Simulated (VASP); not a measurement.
# WS2 in VASP: a series of runs

Runs on WS2. Level: PBE. Tasks: single point.

All numbers are computed with VASP 6.6.1; they aren't measurements. Logs are shortened: lines on timing, memory, paths and dates and some standing lists are left out, and cuts for length are marked.

## (1) The cell of the first run

The cell holds a slab with vacuum, 3 atoms: a = 3.246 Å, b = 3.246 Å, c = 17.283 Å, α = 90.00°, β = 90.00°, γ = 120.00°.

## (2) Single point, PBE (volume scaled by 1.06)

Input file INCAR:

```
ALGO = Normal
EDIFF = 1E-6
ENCUT = 520
GGA = PE
ISIF = 2
ISMEAR = -1
LASPH = T
LCHARG = F
LREAL = F
LWAVE = F
NBANDS = 20
NELM = 60
PREC = Accurate
SIGMA = 0.05
```

Input file KPOINTS:

```
k-points
0
Gamma
  10 10 2
```

Input file POSCAR:

```
WS2
1.0
    3.2459540962      0.0000000000      0.0000000000
   -1.6229770481      2.8110787067      0.0000000000
    0.0000000000      0.0000000000     17.2830265641
W S
1 2
Direct
    0.0000000000      0.0000000000      0.0000000000
    0.3333333333      0.6666666667      0.0920005100
    0.3333333333      0.6666666667      0.9079994900
```

Potentials or basis: VASP PAW PBE potentials, release 64 (W_sv, S).

Run with:

```
> cat potpaw_PBE.64/W_sv/POTCAR potpaw_PBE.64/S/POTCAR > POTCAR
> mpirun -np 1 vasp_std > vasp.out
```

OUTCAR:

```text
EDIFF = 1E-6
   ENCUT = 520
   GGA = PE
   ISIF = 2
   ISMEAR = -1
   LASPH = T
   LREAL = F
   NELM = 60
   PREC = Accurate

 ion  position               nearest neighbor table
   1  0.000  0.000  0.000-   2 2.46   3 2.46   2 2.46   3 2.46   2 2.46   3 2.46
   2  0.333  0.667  0.092-   1 2.46   1 2.46   1 2.46
   3  0.333  0.667  0.908-   1 2.46   1 2.46   1 2.46

  LATTYP: Found a hexagonal cell.
 ALAT       =     3.2459540962
 C/A-ratio  =     5.3244827412

  Lattice vectors:

 A1 = (   3.2459540962,   0.0000000000,   0.0000000000)
 A2 = (  -1.6229770481,   2.8110787067,   0.0000000000)
 A3 = (   0.0000000000,   0.0000000000,  17.2830265641)

Analysis of symmetry for initial positions (statically):
=====================================================================
 Subroutine PRICEL returns:
 Original cell was already a primitive cell.

 Routine SETGRP: Setting up the symmetry group for a
 hexagonal supercell.

 Subroutine GETGRP returns: Found 12 space group operations
 (whereof 12 operations were pure point group operations)
 out of a pool of 24 trial point group operations.

The static configuration has the point symmetry D_3h.

Analysis of symmetry for dynamics (positions and initial velocities):
=====================================================================
 Subroutine PRICEL returns:
 Original cell was already a primitive cell.

 Routine SETGRP: Setting up the symmetry group for a
 hexagonal supercell.

 Subroutine GETGRP returns: Found 12 space group operations
 (whereof 12 operations were pure point group operations)
 out of a pool of 24 trial point group operations.

The dynamic configuration has the point symmetry D_3h.

 Subroutine INISYM returns: Found 12 space group operations
 (whereof 12 operations are pure point group operations),
 and found     1 'primitive' translations

----------------------------------------------------------------------------------------

                                     Primitive cell

  volume of cell :     157.7013

  direct lattice vectors                    reciprocal lattice vectors
     3.245954096  0.000000000  0.000000000     0.308075829  0.177867663  0.000000000
    -1.622977048  2.811078707  0.000000000     0.000000000  0.355735326  0.000000000
     0.000000000  0.000000000 17.283026564     0.000000000  0.000000000  0.057860236

  length of vectors
     3.245954096  3.245954096 17.283026564     0.355735326  0.355735326  0.057860236

  position of ions in fractional coordinates (direct lattice)
     0.000000000  0.000000000  0.000000000
     0.333333333  0.666666667  0.092000510
     0.333333333  0.666666667  0.907999490

  ion indices of the primitive-cell ions
   primitive index   ion index
                 1           1
                 2           2
                 3           3

----------------------------------------------------------------------------------------

 KPOINTS: k-points

Automatic generation of k-mesh.
 Grid dimensions read from file:
 generate k-points for:   10   10    2

 Generating k-lattice:

  Cartesian coordinates                     Fractional coordinates (reciprocal lattice)
     0.030807583  0.017786766  0.000000000     0.100000000 -0.000000000  0.000000000
     0.000000000  0.035573533  0.000000000     0.000000000  0.100000000  0.000000000
     0.000000000  0.000000000  0.028930118     0.000000000  0.000000000  0.500000000

  Length of vectors
     0.035573533  0.035573533  0.028930118

  Shift w.r.t. Gamma in fractional coordinates (k-lattice)
     0.000000000  0.000000000  0.000000000

 Subroutine IBZKPT returns following result:
 ===========================================

 Found     28 irreducible k-points:

 Following reciprocal coordinates:
            Coordinates               Weight
  0.000000  0.000000  0.000000      1.000000
  0.100000  0.000000  0.000000      6.000000
  0.200000  0.000000  0.000000      6.000000
  0.300000  0.000000  0.000000      6.000000
  0.400000  0.000000  0.000000      6.000000
  0.500000 -0.000000  0.000000      3.000000
[... 16 lines left out ...]
  0.300000  0.100000  0.500000     12.000000
  0.400000  0.100000  0.500000     12.000000
 [... further k-points ...]
   k-points           NKPTS =     28   k-points in BZ     NKDIM =     28   number of bands    NBANDS=     20
   number of dos      NEDOS =    301   number of ions     NIONS =      3
   total plane-waves  NPLWV =  80640
   dimension x,y,z NGX =    24 NGY =   24 NGZ =  140
   dimension x,y,z NGXF=    48 NGYF=   48 NGZF=  280
   ions per type =               1   2
   NGX,Y,Z   is equivalent  to a cutoff of  12.29, 12.29, 13.47 a.u.
   NGXF,Y,Z  is equivalent  to a cutoff of  24.58, 24.58, 26.93 a.u.
 SYSTEM =  unknown system
   PREC   = accura    normal or accurate (medium, high low for compatibility)
   ISTART =      0    job   : 0-new  1-cont  2-samecut
   ICHARG =      2    charge: 1-file 2-atom 10-const
   ISPIN  =      1    spin polarized calculation?
   LNONCOLLINEAR =      F non collinear calculations
   LSORBIT =      F    spin-orbit coupling
   LASPH  =      T    aspherical Exc in radial PAW
   ENCUT  =  520.0 eV  38.22 Ry    6.18 a.u.   6.04  6.04 32.13*2*pi/ulx,y,z
   NELM   =     60;   NELMIN=  2; NELMDL= -5     # of ELM steps
   EDIFF  = 0.1E-05   stopping-criterion for ELM
   LREAL  =      F    real-space projection
   EDIFFG = 0.1E-04   stopping-criterion for IOM
   NSW    =      0    number of steps for IOM
   IBRION =     -1    ionic relax: 0-MD 1-quasi-New 2-CG
   NFREE  =      0    steps in history (QN), initial steepest desc. (CG)
   ISIF   =      2    stress and relaxation
   ISYM   =      2    0-nonsym 1-usesym 2-fastsym
   POTIM  = 0.5000    time-step for ionic-motion
   TEBEG  =    0.0;   TEEND  =   0.0 temperature during run
   PSTRESS=    0.0 pullay stress
   NELECT =      26.0000    total number of electrons
   NUPDOWN=      -1.0000    fix difference up-down
   EMIN   =  10.00;   EMAX   =-10.00  energy-range for DOS
   EFERMI =   0.00;   METHOD = LEGACY
   ISMEAR =    -1;   SIGMA  =   0.05  broadening in eV -4-tet -1-fermi 0-gaus
   EFERMI_NEDOS =   21; number of points for ismear=-14 and -15
   IALGO  =     38    algorithm
   IMIX   =      4    mixing-type and parameters
     AMIX     =   0.40;   BMIX     =  1.00
     AMIX_MAG =   1.60;   BMIX_MAG =  1.00
  volume/ion in A,a.u.               =      52.57       354.74
  Fermi-wavevector in a.u.,A,eV,Ry     =   0.897679  1.696367 10.963941  0.805827
  Thomas-Fermi vector in A             =   2.020293
   LORBIT       =      0    0 simple, 1 ext, 2 COOP (PROOUT), +10 PAW based schemes
   GGA     = PE    functional components
   LHFCALC =     F    Hartree Fock is set to
   AEXX    =    0.0000 exact exchange contribution
   IVDW    =     0    specifies the selected vdW correction
   LEPSILON=     F    determine dielectric tensor
   LRPA    =     F    only Hartree local field effects (RPA)
 non-spin polarized calculation
  energy-cutoff  :      520.00
  volume of cell :      157.70
 maximum number of plane-waves:      4300
   NGX = 13   NGY = 13   NGZ = 65

 number of electron      26.0000004 magnetization

 Free energy of the ion-electron system (eV)
  ---------------------------------------------------
  ext. energy  EPLUGINS =         0.00000000
  ---------------------------------------------------
  free energy    TOTEN  =       -23.61565413 eV

  energy without entropy =      -23.61565413  energy(sigma->0) =      -23.61565413

 E-fermi :  -0.5583     XC(G=0):  -4.4060

 val. band max:       -1.4489601370   @ k =   0.0000   0.0000   0.0000
 cond. band min:       0.3888014527   @ k =   0.3000   0.3000   0.5000
 fundamental gap:      1.8377615896
 Fermi energy:        -0.5582547572

 k-point     1 :       0.0000    0.0000    0.0000
  band No.  band energies     occupation
      1     -75.6275      2.00000
      2     -39.8008      2.00000
      3     -39.7033      2.00000
      4     -39.7033      2.00000
      5     -15.8784      2.00000
      6     -14.3957      2.00000
[... 12 lines left out ...]
     19       4.0228      0.00000
     20       4.0311      0.00000

 k-point     2 :       0.1000    0.0000    0.0000
  band No.  band energies     occupation
      1     -75.6263      2.00000
      2     -39.7963      2.00000
      3     -39.7287      2.00000
      4     -39.7093      2.00000
      5     -15.7299      2.00000
      6     -14.3382      2.00000
[... 12 lines left out ...]
     19       4.2130      0.00000
     20       4.4273      0.00000

 k-point     3 :       0.2000    0.0000    0.0000
  band No.  band energies     occupation
      1     -75.6232      2.00000
      2     -39.7948      2.00000
      3     -39.7847      2.00000
      4     -39.7249      2.00000
      5     -15.3176      2.00000
      6     -14.1796      2.00000
[... 12 lines left out ...]
     19       4.7474      0.00000
     20       5.3712      0.00000

 k-point     4 :       0.3000    0.0000    0.0000
  band No.  band energies     occupation
      1     -75.6195      2.00000
      2     -39.8754      2.00000
      3     -39.7702      2.00000
      4     -39.7442      2.00000
      5     -14.7456      2.00000
      6     -13.9639      2.00000
[... 12 lines left out ...]
     19       5.5166      0.00000
     20       5.6408      0.00000

 k-point     5 :       0.4000    0.0000    0.0000
  band No.  band energies     occupation
      1     -75.6164      2.00000
      2     -39.9398      2.00000
      3     -39.7597      2.00000
      4     -39.7585      2.00000
      5     -14.2065      2.00000
      6     -13.7690      2.00000
[... 12 lines left out ...]
     19       5.8998      0.00000
     20       6.0468      0.00000
[... 353 lines left out ...]
      6     -14.2298      2.00000
[... 12 lines left out ...]
     19       4.3893      0.00000
     20       5.4487      0.00000

 k-point    22 :       0.2000    0.1000    0.5000
  band No.  band energies     occupation
      1     -75.6208      2.00000
      2     -39.8415      2.00000
      3     -39.7752      2.00000
      4     -39.7438      2.00000
      5     -14.9538      2.00000
      6     -14.0401      2.00000
[... 12 lines left out ...]
     19       5.0940      0.00000
     20       6.0808      0.00000

 k-point    23 :       0.3000    0.1000    0.5000
  band No.  band energies     occupation
      1     -75.6174      2.00000
      2     -39.9093      2.00000
      3     -39.7659      2.00000
      4     -39.7621      2.00000
      5     -14.3872      2.00000
      6     -13.8280      2.00000
[... 12 lines left out ...]
     19       5.8446      0.00000
     20       5.9958      0.00000

 k-point    24 :       0.4000    0.1000    0.5000
  band No.  band energies     occupation
      1     -75.6153      2.00000
      2     -39.9507      2.00000
      3     -39.7795      2.00000
      4     -39.7540      2.00000
      5     -13.9834      2.00000
      6     -13.6826      2.00000
[... 12 lines left out ...]
     19       6.4182      0.00000
     20       6.6623      0.00000

 [... further k-points ...]
[... 5 lines left out ...]
  --------------------------------------------------------------------------------------
  -------------------------------------------------------------------------------------
  Total       -2.4876063     -2.4876063     -2.2807505      0.0000000      0.0000000      0.0000000
  in kB      -25.2730151    -25.2730151    -23.1714486      0.0000000      0.0000000      0.0000000
  external PRESSURE =     -24.5724929 kB  Pullay stress =       0.0000000 kB

 VOLUME and BASIS-vectors are now :
 -----------------------------------------------------------------------------
  energy-cutoff  :      520.00
  volume of cell :      157.70
      direct lattice vectors                 reciprocal lattice vectors
     3.245954096  0.000000000  0.000000000     0.308075829  0.177867663  0.000000000
    -1.622977048  2.811078707  0.000000000     0.000000000  0.355735326  0.000000000
     0.000000000  0.000000000 17.283026564     0.000000000  0.000000000  0.057860236

 POSITION                                       TOTAL-FORCE (eV/Angst)
 -----------------------------------------------------------------------------------
      0.00000      0.00000      0.00000         0.000000     -0.000000     -0.000000
     -0.00000      1.87405      1.59005         0.000000      0.000000     -0.708238
     -0.00000      1.87405     15.69298        -0.000000      0.000000      0.708238
 -----------------------------------------------------------------------------------
    total drift:                                0.000000     -0.000000     -0.000000

  FREE ENERGIE OF THE ION-ELECTRON SYSTEM (eV)
  ---------------------------------------------------
  free  energy   TOTEN  =       -23.6156541278 eV

  energy  without entropy=      -23.6156541262  energy(sigma->0) =      -23.61565413
```

It took 2.1 min on 1 thread of AMD EPYC 7R43 (Zen 3), shared host; peak memory 0.26 GiB.

Results:

| Item | Value |
| --- | --- |
| Free energy | -23.6157 eV |
| Largest force | 0.708 eV/Å |
| Band gap on the k mesh | 1.84 eV, indirect (least direct gap 1.99 eV) |

Forces in eV/Å, atoms in the order of the input:
```
W    0.000  0.000  0.000
S    0.000  0.000 -0.708
S    0.000  0.000  0.708
```

Levels at points of the mesh, in eV from the valence-band top:
```
           k point  band 10  band 11  band 12  band 13  band 14  band 15  band 16  band 17
(0.00, 0.00, 0.00)    -2.02    -1.61    -1.61     0.00     2.70     2.70     2.80     2.80
(0.50, 0.00, 0.00)    -3.28    -2.08    -1.33    -0.89     2.60     3.03     3.88     4.41
(0.00, 0.00, 0.50)    -2.02    -1.61    -1.61     0.00     2.70     2.70     2.80     2.80
(0.50, 0.00, 0.50)    -3.28    -2.08    -1.33    -0.89     2.60     3.03     3.88     4.41
```

Caveat: spin-orbit coupling is left out, which moves the levels of the heavy elements.

## (3) Single point, PBE (atoms moved at random)

Input file INCAR:

```
SYSTEM = WS2
PREC = Accurate
ENCUT = 520
EDIFF = 1E-6
ISMEAR = -1
SIGMA = 0.05
LREAL = .False.
LASPH = .True.
NELM = 100
ALGO = Normal
ISIF = 2
LWAVE = .False.
LCHARG = .False.
GGA = PE
NBANDS = 20
```

Input file KPOINTS:

```
Automatic mesh
0
Gamma
  10 10 2
  0 0 0
```

Input file POSCAR:

```
WS2
1.0
    3.1835163552      0.0000000000      0.0000000000
   -1.5917581776      2.7570060369      0.0000000000
    0.0000000000      0.0000000000     16.9505778900
W S
1 2
Direct
   -0.0022520000      0.0009590000     -0.0023540000
    0.3398470000      0.6594670000      0.0928740000
    0.3315340000      0.6584820000      0.9087850000
```

Potentials or basis: VASP PAW PBE potentials, release 64 (W_sv, S).

Run with:

```
> cat potpaw_PBE.64/W_sv/POTCAR potpaw_PBE.64/S/POTCAR > POTCAR
> mpirun -np 1 vasp_std > vasp.out
```

Wall time 6.7 min (1 thread of AMD EPYC 7R43 (Zen 3), shared host); peak memory 0.39 GiB.

It converged, with:

| Item | Value |
| --- | --- |
| Free energy | -23.6087 eV |
| Largest force | 1.908 eV/Å |
| Band gap on the k mesh | 1.93 eV, indirect (least direct gap 2.14 eV) |

Forces in eV/Å, atoms in the order of the input:
```
W    0.574 -0.514  1.746
S   -0.373  0.207 -0.557
S   -0.200  0.307 -1.189
```

Levels at points of the mesh, in eV from the valence-band top:
| k point | band 10 | band 11 | band 12 | band 13 | band 14 | band 15 | band 16 | band 17 |
| --- | --- | --- | --- | --- | --- | --- | --- | --- |
| (0.00, 0.00, 0.00) | -2.15 | -1.81 | -1.47 | 0.00 | 2.58 | 2.82 | 3.18 | 3.21 |
| (0.50, 0.00, 0.00) | -3.47 | -2.18 | -1.35 | -0.91 | 2.79 | 3.26 | 4.01 | 4.77 |
| (0.00, 0.50, 0.00) | -3.45 | -2.19 | -1.33 | -0.96 | 2.78 | 3.26 | 4.05 | 4.74 |
| (0.50, 0.50, 0.00) | -3.56 | -2.08 | -1.34 | -0.87 | 2.83 | 3.25 | 3.90 | 4.77 |
| (0.00, 0.00, 0.50) | -2.15 | -1.81 | -1.47 | 0.00 | 2.58 | 2.82 | 3.18 | 3.21 |
| (0.50, 0.00, 0.50) | -3.47 | -2.18 | -1.35 | -0.91 | 2.79 | 3.26 | 4.01 | 4.77 |
| (0.00, 0.50, 0.50) | -3.45 | -2.19 | -1.33 | -0.96 | 2.78 | 3.26 | 4.05 | 4.74 |
| (0.50, 0.50, 0.50) | -3.56 | -2.08 | -1.34 | -0.87 | 2.83 | 3.25 | 3.90 | 4.77 |

Caveat: the cell differs from its parent crystal (atoms moved at random); spin-orbit coupling is left out, which moves the levels of the heavy elements.
